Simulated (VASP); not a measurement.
Wanted: the native input for a VASP 6.6.1 run.

```yaml
Task: relaxation of shape and atoms at fixed volume
Functional: PBEsol
Potentials_or_basis: VASP PAW PBE potentials, release 64 (Mg, B)
Cutoff: 600 eV
k_mesh: 18 × 18 × 12
Occupations: gaussian, width 0.1 eV
Spin: no spin polarisation
Dipole_correction: no
Further_INCAR_settings: ALGO = Normal; EDIFF = 1e-07; IBRION = 2; EDIFFG = -0.01; NSW = 50; ISIF = 4
```

The structure of MgB2 lies in POSCAR:

```
MgB2
1.0
    2.9554850337      0.0000000000      0.0000000000
   -1.4777425168      2.5595251197      0.0000000000
    0.0000000000      0.0000000000      3.3072127670
Mg B
1 2
Direct
    0.0000000000      0.0000000000      0.0000000000
    0.3333333333      0.6666666667      0.5000000000
    0.6666666667      0.3333333333      0.5000000000
```

This cell differs from its parent crystal: volume scaled by 0.88.

These files were run (other wordings do the same):

INCAR

```
PREC = Accurate
ENCUT = 600
EDIFF = 1E-7
ISMEAR = 0
SIGMA = 0.1
LREAL = False
LASPH = True
NELM = 100
ALGO = Normal
ISIF = 4
LWAVE = False
LCHARG = False
GGA = PS
IBRION = 2
NSW = 50
EDIFFG = -0.01
```

KPOINTS

```
regular mesh
0
Gamma
  18 18 12
```

Potentials or basis: VASP PAW PBE potentials, release 64 (Mg, B).

The run is started by

```bash
$ cat potpaw_PBE.64/Mg/POTCAR potpaw_PBE.64/B/POTCAR > POTCAR
$ mpirun -np 1 vasp_std > vasp.out
```

Results of the run:

```
Energy gained by relaxing : 0.4 meV/atom
Ionic steps               : 2
Pressure after relaxing   : 23.9 GPa
Band gap on the k mesh    : zero (band 4 reaches 8.39 eV, above the bottom of band 5 at 3.96 eV)
```

Caveat: the PAW data sets were made with another functional, which shifts forces and pressure a little.

It took 25 s on 1 thread of Intel(R) Xeon(R) 6975P-C (Granite Rapids), on a shared host, peak memory 0.2 GiB.
